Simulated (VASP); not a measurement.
# Ga (Cmcm) in VASP: further runs

Runs on Ga. Level: PBEsol. Tasks: single point.

Everything below comes from runs of VASP 6.6.1. Logs are shortened: lines on timing, memory, paths and dates and some standing lists are left out, and cuts for length are marked.

## Step 1: The cell of the first run

Symmetry: Cmcm, No. 63, orthorhombic system. The conventional cell has a = 2.828 Å, b = 7.927 Å, c = 3.011 Å, α = 90.00°, β = 90.00°, γ = 90.00°. Within 3.4 Å of Ga (site symmetry m2m) lie 10 Ga at 2.59 to 3.01 Å.

## Step 2: Single point, PBEsol (strain -0.025 along x and y, -0.050 along z)

Input file INCAR:

```
SYSTEM = Ga
PREC = Accurate
ENCUT = 520
EDIFF = 1E-6
ISMEAR = 0
SIGMA = 0.15
LREAL = .FALSE.
LASPH = .TRUE.
NELM = 80
ALGO = Fast
ISIF = 2
LWAVE = .FALSE.
LCHARG = .FALSE.
GGA = PS
NBANDS = 20
```

Input file KPOINTS:

```
Automatic mesh
0
G
  18 18 16
  0 0 0
```

Input file POSCAR:

```
Ga
1.0
    1.4137500000     -3.9633750000      0.0000000000
    1.4137500000      3.9633750000      0.0000000000
    0.0000000000      0.0000000000      3.0115000000
Ga
2
Direct
    0.8670000000      0.1330000000      0.2500000000
    0.1330000000      0.8670000000      0.7500000000
```

Potentials or basis: VASP PAW PBE potentials, release 64 (Ga_d).

Command:

```
cat potpaw_PBE.64/Ga_d/POTCAR > POTCAR
mpirun -np 1 vasp_std > vasp.out
```

OUTCAR:

```text
SYSTEM = Ga
   PREC = Accurate
   ENCUT = 520
   EDIFF = 1E-6
   ISMEAR = 0
   LREAL = .FALSE.
   LASPH = .TRUE.
   NELM = 80
   ISIF = 2
   GGA = PS

 ion  position               nearest neighbor table
   1  0.867  0.133  0.250-   2 2.59   2 2.59   2 2.78   2 2.78   2 2.78   2 2.78
   2  0.133  0.867  0.750-   1 2.59   1 2.59   1 2.78   1 2.78   1 2.78   1 2.78

  LATTYP: Found a base centered orthorhombic cell.
 ALAT       =     2.8275000000
 B/A-ratio  =     2.8034482759
 C/A-ratio  =     1.0650751547

  Lattice vectors:

 A1 = (   1.4137500000,  -3.9633750000,   0.0000000000)
 A2 = (   1.4137500000,   3.9633750000,   0.0000000000)
 A3 = (   0.0000000000,   0.0000000000,   3.0115000000)

Analysis of symmetry for initial positions (statically):
=====================================================================
 Subroutine PRICEL returns:
 Original cell was already a primitive cell.

 Routine SETGRP: Setting up the symmetry group for a
 base centered orthorhombic supercell.

 Subroutine GETGRP returns: Found  8 space group operations
 (whereof  4 operations were pure point group operations)
 out of a pool of  8 trial point group operations.

The static configuration has the point symmetry C_2h.
 The point group associated with its full space group is D_2h.

Analysis of symmetry for dynamics (positions and initial velocities):
=====================================================================
 Subroutine PRICEL returns:
 Original cell was already a primitive cell.

 Routine SETGRP: Setting up the symmetry group for a
 base centered orthorhombic supercell.

 Subroutine GETGRP returns: Found  8 space group operations
 (whereof  4 operations were pure point group operations)
 out of a pool of  8 trial point group operations.

The dynamic configuration has the point symmetry C_2h.
 The point group associated with its full space group is D_2h.

 Subroutine INISYM returns: Found  8 space group operations
 (whereof  4 operations are pure point group operations),
 and found     1 'primitive' translations

----------------------------------------------------------------------------------------

                                     Primitive cell

  volume of cell :      33.7482

  direct lattice vectors                    reciprocal lattice vectors
     1.413750000 -3.963375000  0.000000000     0.353669319 -0.126155108  0.000000000
     1.413750000  3.963375000  0.000000000     0.353669319  0.126155108  0.000000000
     0.000000000  0.000000000  3.011500000     0.000000000  0.000000000  0.332060435

  length of vectors
     4.207972250  4.207972250  3.011500000     0.375495804  0.375495804  0.332060435

  position of ions in fractional coordinates (direct lattice)
     0.867000000  0.133000000  0.250000000
     0.133000000  0.867000000  0.750000000

  ion indices of the primitive-cell ions
   primitive index   ion index
                 1           1
                 2           2

----------------------------------------------------------------------------------------

 KPOINTS: Automatic mesh

Automatic generation of k-mesh.
 Grid dimensions read from file:
 generate k-points for:   18   18   16

 Generating k-lattice:

  Cartesian coordinates                     Fractional coordinates (reciprocal lattice)
     0.019648296 -0.007008617  0.000000000     0.055555556 -0.000000000  0.000000000
     0.019648296  0.007008617  0.000000000    -0.000000000  0.055555556  0.000000000
     0.000000000  0.000000000  0.020753777     0.000000000  0.000000000  0.062500000

  Length of vectors
     0.020860878  0.020860878  0.020753777

  Shift w.r.t. Gamma in fractional coordinates (k-lattice)
     0.000000000  0.000000000  0.000000000

 Subroutine IBZKPT returns following result:
 ===========================================

 Found    819 irreducible k-points:

 Following reciprocal coordinates:
            Coordinates               Weight
  0.000000  0.000000  0.000000      1.000000
  0.055556  0.000000  0.000000      4.000000
  0.111111  0.000000  0.000000      4.000000
  0.166667 -0.000000  0.000000      4.000000
  0.222222 -0.000000  0.000000      4.000000
  0.277778  0.000000  0.000000      4.000000
[... 16 lines left out ...]
 -0.277778  0.055556  0.000000      4.000000
 -0.222222  0.055556  0.000000      4.000000
 [... further k-points ...]
   k-points           NKPTS =    819   k-points in BZ     NKDIM =    819   number of bands    NBANDS=     20
   number of dos      NEDOS =    301   number of ions     NIONS =      2
   total plane-waves  NPLWV =  24576
   dimension x,y,z NGX =    32 NGY =   32 NGZ =   24
   dimension x,y,z NGXF=    64 NGYF=   64 NGZF=   48
   ions per type =               2
   NGX,Y,Z   is equivalent  to a cutoff of  12.64, 12.64, 13.25 a.u.
   NGXF,Y,Z  is equivalent  to a cutoff of  25.28, 25.28, 26.50 a.u.
 SYSTEM =  Ga
   PREC   = accura    normal or accurate (medium, high low for compatibility)
[... 83 lines left out ...]
      6      -8.4053      2.00000
[... 12 lines left out ...]
     19      19.0724      0.00000
     20      19.5780      0.00000

 k-point     3 :       0.1111    0.0000    0.0000
  band No.  band energies     occupation
      1      -8.8144      2.00000
      2      -8.7514      2.00000
      3      -8.6799      2.00000
      4      -8.6185      2.00000
      5      -8.4536      2.00000
      6      -8.4189      2.00000
[... 12 lines left out ...]
     19      19.7457      0.00000
     20      20.8610      0.00000

 k-point     4 :       0.1667   -0.0000    0.0000
  band No.  band energies     occupation
      1      -8.7975      2.00000
      2      -8.7407      2.00000
      3      -8.6643      2.00000
      4      -8.5761      2.00000
      5      -8.4686      2.00000
      6      -8.4404      2.00000
[... 12 lines left out ...]
     19      20.0848      0.00000
     20      22.5741      0.00000

 k-point     5 :       0.2222   -0.0000    0.0000
  band No.  band energies     occupation
      1      -8.7768      2.00000
      2      -8.7278      2.00000
      3      -8.6462      2.00000
      4      -8.5602      2.00000
      5      -8.4675      2.00000
      6      -8.4561      2.00000
[... 12 lines left out ...]
     19      20.2165      0.00000
     20      23.5644      0.00000

 k-point     6 :       0.2778    0.0000    0.0000
  band No.  band energies     occupation
      1      -8.7552      2.00000
      2      -8.7144      2.00000
      3      -8.6329      2.00000
      4      -8.5802      2.00000
      5      -8.4974      2.00000
      6      -8.4180      2.00000
[... 12 lines left out ...]
     19      20.3058      0.00000
     20      22.1547      0.00000

 k-point     7 :       0.3333   -0.0000    0.0000
  band No.  band energies     occupation
      1      -8.7373      2.00000
      2      -8.7022      2.00000
      3      -8.6300      2.00000
      4      -8.6006      2.00000
      5      -8.5266      2.00000
      6      -8.4224      2.00000
[... 12 lines left out ...]
     19      19.9850      0.00000
     20      20.9358      0.00000
[... 277 lines left out ...]
 k-point    20 :      -0.4444    0.0556    0.0000
  band No.  band energies     occupation
      1      -8.7279      2.00000
      2      -8.6814      2.00000
      3      -8.6322      2.00000
      4      -8.6104      2.00000
      5      -8.5595      2.00000
      6      -8.4452      2.00000
[... 12 lines left out ...]
     19      17.6973      0.00000
     20      20.3960      0.00000

 k-point    21 :      -0.3889    0.0556    0.0000
  band No.  band energies     occupation
      1      -8.7306      2.00000
      2      -8.6876      2.00000
      3      -8.6323      2.00000
      4      -8.6086      2.00000
      5      -8.5383      2.00000
      6      -8.4372      2.00000
[... 12 lines left out ...]
     19      19.0710      0.00000
     20      20.2023      0.00000

 k-point    22 :      -0.3333    0.0556    0.0000
  band No.  band energies     occupation
      1      -8.7442      2.00000
      2      -8.6984      2.00000
      3      -8.6441      2.00000
      4      -8.5898      2.00000
      5      -8.5105      2.00000
      6      -8.4316      2.00000
[... 12 lines left out ...]
     19      19.7523      0.00000
     20      21.1263      0.00000

 k-point    23 :      -0.2778    0.0556    0.0000
  band No.  band energies     occupation
      1      -8.7647      2.00000
      2      -8.7120      2.00000
      3      -8.6640      2.00000
      4      -8.5646      2.00000
      5      -8.4802      2.00000
      6      -8.4543      2.00000
[... 12 lines left out ...]
     19      19.6826      0.00000
     20      22.7486      0.00000

 k-point    24 :      -0.2222    0.0556    0.0000
  band No.  band energies     occupation
      1      -8.7865      2.00000
      2      -8.7266      2.00000
      3      -8.6863      2.00000
      4      -8.5587      2.00000
      5      -8.4849      2.00000
      6      -8.4514      2.00000
[... 12 lines left out ...]
     19      19.6105      0.00000
     20      22.2348      0.00000

 [... further k-points ...]

------------------------ aborting loop because EDIFF is reached ----------------------------------------

  FORCE on cell =-STRESS in cart. coord.  units (eV):
  Direction    XX          YY          ZZ          XY          YZ          ZX
  --------------------------------------------------------------------------------------
  -------------------------------------------------------------------------------------
  Total        0.2134527      1.3040698      1.6151279      0.0000000     -0.0000000      0.0000000
  in kB       10.1335511     61.9099960     76.6773081      0.0000000     -0.0000000      0.0000000
  external PRESSURE =      49.5736184 kB  Pullay stress =       0.0000000 kB

 VOLUME and BASIS-vectors are now :
 -----------------------------------------------------------------------------
  energy-cutoff  :      520.00
  volume of cell :       33.75
      direct lattice vectors                 reciprocal lattice vectors
     1.413750000 -3.963375000  0.000000000     0.353669319 -0.126155108  0.000000000
     1.413750000  3.963375000  0.000000000     0.353669319  0.126155108  0.000000000
     0.000000000  0.000000000  3.011500000     0.000000000  0.000000000  0.332060435

 POSITION                                       TOTAL-FORCE (eV/Angst)
 -----------------------------------------------------------------------------------
      1.41375     -2.90912      0.75287         0.000000      0.253758      0.000000
      1.41375      2.90912      2.25862         0.000000     -0.253758     -0.000000
 -----------------------------------------------------------------------------------
    total drift:                                0.000000      0.000000     -0.000000

  FREE ENERGIE OF THE ION-ELECTRON SYSTEM (eV)
  ---------------------------------------------------
  free  energy   TOTEN  =        -6.6180885901 eV

  energy  without entropy=       -6.6098999564  energy(sigma->0) =       -6.61399427
```

It took 7.6 min on 1 thread of Intel Xeon 6975P-C (Granite Rapids), shared host; peak memory 0.51 GiB.

What came out:

| Item | Value |
| --- | --- |
| Free energy | -6.6181 eV |
| Pressure | 5.0 GPa |
| Largest force | 0.254 eV/Å |
| Band gap on the k mesh | zero (bands 13 and 14 overlap by 10.54 eV) |

Forces in eV/Å, atoms in the order of the input:
```
Ga   0.000  0.254  0.000
Ga   0.000 -0.254  0.000
```

Levels at points of the mesh, in eV from the Fermi level:
| k point | band 9 | band 10 | band 11 | band 12 | band 13 | band 14 | band 15 | band 16 | band 17 | band 18 |
| --- | --- | --- | --- | --- | --- | --- | --- | --- | --- | --- |
| (0.00, 0.00, 0.00) | -14.91 | -14.72 | -12.14 | -2.81 | -1.55 | 3.50 | 7.37 | 8.01 | 9.01 | 10.97 |
| (0.50, 0.00, 0.00) | -14.80 | -14.79 | -7.20 | -6.04 | -2.23 | -0.57 | 6.89 | 7.66 | 9.34 | 10.40 |
| (0.50, 0.50, 0.00) | -14.86 | -14.80 | -9.99 | -9.31 | 5.79 | 5.91 | 6.70 | 8.17 | 8.17 | 9.66 |
| (0.00, 0.00, 0.50) | -14.82 | -14.82 | -7.82 | -7.82 | 1.86 | 1.86 | 2.61 | 2.61 | 11.02 | 11.02 |
| (0.50, 0.00, 0.50) | -14.78 | -14.78 | -3.18 | -3.18 | -1.67 | -1.67 | 1.85 | 1.85 | 4.34 | 4.34 |
| (0.50, 0.50, 0.50) | -14.86 | -14.86 | -5.70 | -5.70 | -4.75 | -4.75 | 10.15 | 10.15 | 12.05 | 12.05 |

Caveat: the cell differs from its parent crystal (strain -0.025 along x and y, -0.050 along z); the stress differs along the axes, from 1 to 8 GPa; the PAW data sets were made with another functional, which shifts forces and pressure a little.

## Step 3: Single point, PBEsol (strain -0.050 along x and y, +0.025 along z)

Input file INCAR:

```
SYSTEM = Ga
PREC = Accurate
ENCUT = 520
EDIFF = 1E-6
ISMEAR = 0
SIGMA = 0.15
LREAL = .False.
LASPH = .True.
NELM = 80
ALGO = Fast
ISIF = 2
LWAVE = .False.
LCHARG = .False.
GGA = PS
NBANDS = 20
```

Input file KPOINTS:

```
regular mesh
0
Gamma
  18 18 16
  0 0 0
```

Input file POSCAR:

```
Ga
1.0
    1.3775000000     -3.8617500000      0.0000000000
    1.3775000000      3.8617500000      0.0000000000
    0.0000000000      0.0000000000      3.2492500000
Ga
2
Direct
    0.8670000000      0.1330000000      0.2500000000
    0.1330000000      0.8670000000      0.7500000000
```

Potentials or basis: VASP PAW PBE potentials, release 64 (Ga_d).

Command:

```
cat potpaw_PBE.64/Ga_d/POTCAR > POTCAR
mpirun -np 1 vasp_std > vasp.out
```

It took 9 min on 1 thread of Intel Xeon 6975P-C (Granite Rapids), shared host; peak memory 0.51 GiB.

The run converged. Its results:

| Item | Value |
| --- | --- |
| Free energy | -6.6706 eV |
| Pressure | 2.6 GPa |
| Largest force | 0.164 eV/Å |
| Band gap on the k mesh | zero (bands 13 and 14 overlap by 9.09 eV) |

Forces on the atoms (eV/Å):
```
Ga   0.000  0.164  0.000
Ga   0.000 -0.164  0.000
```

Stress tensor (GPa, compression positive):
```
1.59 0.00 0.00
0.00 3.62 0.00
0.00 0.00 2.65
```

Levels at points of the mesh, in eV from the Fermi level:
| k point | band 9 | band 10 | band 11 | band 12 | band 13 | band 14 | band 15 | band 16 | band 17 | band 18 |
| --- | --- | --- | --- | --- | --- | --- | --- | --- | --- | --- |
| (0.00, 0.00, 0.00) | -14.75 | -14.59 | -11.82 | -2.03 | -0.97 | 1.64 | 5.55 | 9.40 | 10.36 | 11.21 |
| (0.50, 0.00, 0.00) | -14.67 | -14.65 | -6.47 | -5.52 | -1.51 | 0.21 | 6.16 | 7.12 | 8.89 | 9.94 |
| (0.50, 0.50, 0.00) | -14.72 | -14.68 | -9.54 | -8.86 | 4.17 | 4.99 | 6.39 | 6.67 | 7.09 | 10.86 |
| (0.00, 0.00, 0.50) | -14.68 | -14.68 | -8.14 | -8.14 | 1.98 | 1.98 | 3.05 | 3.05 | 11.75 | 11.75 |
| (0.50, 0.00, 0.50) | -14.64 | -14.64 | -3.06 | -3.06 | -1.81 | -1.81 | 2.09 | 2.09 | 4.66 | 4.66 |
| (0.50, 0.50, 0.50) | -14.79 | -14.79 | -6.03 | -6.03 | -4.70 | -4.70 | 10.81 | 10.81 | 12.96 | 12.96 |

Caveat: the cell differs from its parent crystal (strain -0.050 along x and y, +0.025 along z); the PAW data sets were made with another functional, which shifts forces and pressure a little.

## Step 4: Single point, PBEsol (strain +0.000 along x and y, +0.025 along z)

Input file INCAR:

```
SYSTEM = Ga
PREC = Accurate ; ENCUT = 520
EDIFF = 1E-6 ; ISMEAR = 0
SIGMA = 0.15 ; LREAL = .FALSE.
LASPH = .TRUE. ; NELM = 60
ALGO = Fast ; ISIF = 2
LWAVE = .FALSE. ; LCHARG = .FALSE.
GGA = PS ; NBANDS = 20
```

Input file KPOINTS:

```
regular mesh
0
G
  18 18 16
  0 0 0
```

Input file POSCAR:

```
Ga
1.0
    1.4500000000     -4.0650000000      0.0000000000
    1.4500000000      4.0650000000      0.0000000000
    0.0000000000      0.0000000000      3.2492500000
Ga
2
Direct
    0.8670000000      0.1330000000      0.2500000000
    0.1330000000      0.8670000000      0.7500000000
```

Command:

```
cat potpaw_PBE.64/Ga_d/POTCAR > POTCAR
mpirun -np 1 vasp_std > vasp.out
```

Wall time 7.7 min (1 thread of Intel Xeon 6975P-C (Granite Rapids), shared host); peak memory 0.56 GiB.

It converged, with:

| Item | Value |
| --- | --- |
| Free energy | -6.6493 eV |
| Pressure | -3.2 GPa |
| Largest force | 0.180 eV/Å |
| Band gap on the k mesh | zero (bands 13 and 14 overlap by 8.81 eV) |

Forces on the atoms (eV/Å):
```
Ga   0.000  0.180  0.000
Ga   0.000 -0.180  0.000
```

Stress tensor (GPa, compression positive):
```
-4.46  0.00  0.00
 0.00 -2.71  0.00
 0.00  0.00 -2.29
```

Levels at points of the mesh, in eV from the Fermi level:
```csv
k point,band 11,band 12,band 13,band 14,band 15,band 16
"(0.00, 0.00, 0.00)",-11.03,-2.05,-1.51,2.44,6.11,8.02
"(0.50, 0.00, 0.00)",-6.49,-5.22,-1.56,-0.29,6.28,6.45
"(0.50, 0.50, 0.00)",-9.00,-8.38,4.67,5.39,6.00,6.56
"(0.00, 0.00, 0.50)",-7.40,-7.40,1.87,1.87,2.55,2.55
"(0.50, 0.00, 0.50)",-3.03,-3.03,-1.60,-1.60,1.90,1.90
"(0.50, 0.50, 0.50)",-5.64,-5.64,-4.14,-4.14,9.58,9.58
```

Caveat: the cell differs from its parent crystal (strain +0.000 along x and y, +0.025 along z); the cell stands under tension; the PAW data sets were made with another functional, which shifts forces and pressure a little.

## Step 5: Summary

| cell | gap on the mesh (eV) | pressure (GPa) | largest force (eV/Å) |
| --- | --- | --- | --- |
| a = 4.208, b = 4.208, c = 3.011 Å, angles 90.0, 90.0, 140.7°, 2 atoms | none | 5.0 | 0.25 |
| a = 4.100, b = 4.100, c = 3.249 Å, angles 90.0, 90.0, 140.7°, 2 atoms | none | 2.6 | 0.16 |
| a = 4.316, b = 4.316, c = 3.249 Å, angles 90.0, 90.0, 140.7°, 2 atoms | none | -3.2 | 0.18 |

Alike in all rows: task single point; level PBEsol; potentials or basis VASP PAW PBE potentials, release 64 (Ga_d); no spin polarisation; k mesh 18 × 18 × 16; cutoff (eV) 520; smearing gaussian 0.15 eV.

Caveats: the PAW data sets were made with another functional, which shifts forces and pressure a little; the stress differs along the axes, from 1 to 8 GPa (at least some runs); the cell stands under tension (at least some runs).

Total energies depend on the potentials used, so only differences within one code and one set of settings carry meaning.
